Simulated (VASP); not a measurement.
**WC: relaxation of cell and atoms with PBE**

The system is WC.

```
CELL_PARAMETERS angstrom
2.91659 0.00000 0.00000
-1.45830 2.52584 0.00000
0.00000 0.00000 2.83944
ATOMIC_POSITIONS crystal
W 0.00000 0.00000 0.00000
C 0.66667 0.33333 0.50000
```

```
Program                : VASP 6.6.1
Task                   : relaxation of cell and atoms
Functional             : PBE
Potentials or basis    : VASP PAW PBE potentials, release 64 (W_sv, C)
Cutoff                 : 600 eV
k mesh                 : 18 × 18 × 14
Occupations            : gaussian, width 0.1 eV
Spin                   : no spin polarisation
Dipole correction      : no
Further INCAR settings : ALGO = Normal; EDIFF = 1e-06; IBRION = 2; EDIFFG = -0.005; NSW = 100; ISIF = 3
```

| Property | Result |
| --- | --- |
| Relaxed volume | 10.55 Å³/atom |
| Relaxed cell | a = 2.924 Å, b = 2.924 Å, c = 2.850 Å, α = 90.00°, β = 90.00°, γ = 120.00° |
| Space group after relaxing (to 0.05 Å) | P-6m2 (No. 187) |
| Energy gained by relaxing | 1.0 meV/atom |
| Ionic steps | 3 |
| Pressure after relaxing | 0.0 GPa |
| Band gap on the k mesh | zero (band 9 reaches 11.47 eV, above the bottom of band 10 at 10.28 eV) |

Step by step:
| step | energy change (eV) | largest force (eV/Å) | pressure (GPa) | volume (Å³) |
| --- | --- | --- | --- | --- |
| 1 | 0.0000 | 0.0000 | 3.49 | 20.92 |
| 2 | 0.0131 | 0.0000 | -8.91 | 21.61 |
| 3 | -0.0020 | 0.0000 | 0.00 | 21.10 |

Final structure:
```yaml
crystal:
  lattice:
    - [2.92406, 0.00000, 0.00000]
    - [-1.46203, 2.53231, 0.00000]
    - [0.00000, 0.00000, 2.84994]
  atoms:
    - { symbol: W, position: [0.00000, 0.00000, 0.00000] }
    - { symbol: C, position: [0.66667, 0.33333, 0.50000] }
```

Levels at points of the mesh, in eV from the Fermi level:
```csv
k point,band 5,band 6,band 7,band 8,band 9,band 10,band 11,band 12,band 13
"(0.00, 0.00, 0.00)",-14.31,-4.20,-3.26,-3.26,0.11,3.17,3.17,5.55,5.55
"(0.50, 0.00, 0.00)",-11.02,-6.94,-3.52,-3.48,-0.46,2.31,4.43,4.77,6.78
"(0.00, 0.00, 0.50)",-10.37,-8.53,-1.97,-1.97,-0.55,-0.55,3.63,4.49,4.49
"(0.50, 0.00, 0.50)",-11.17,-6.34,-4.23,-4.14,0.27,4.33,5.20,6.50,9.02
```

Wall time 66 s on 1 thread of Intel(R) Xeon(R) Platinum 8488C (Sapphire Rapids), on a shared host, peak memory 0.24 GiB.

Caveat: spin-orbit coupling is left out, which moves the levels of the heavy elements.
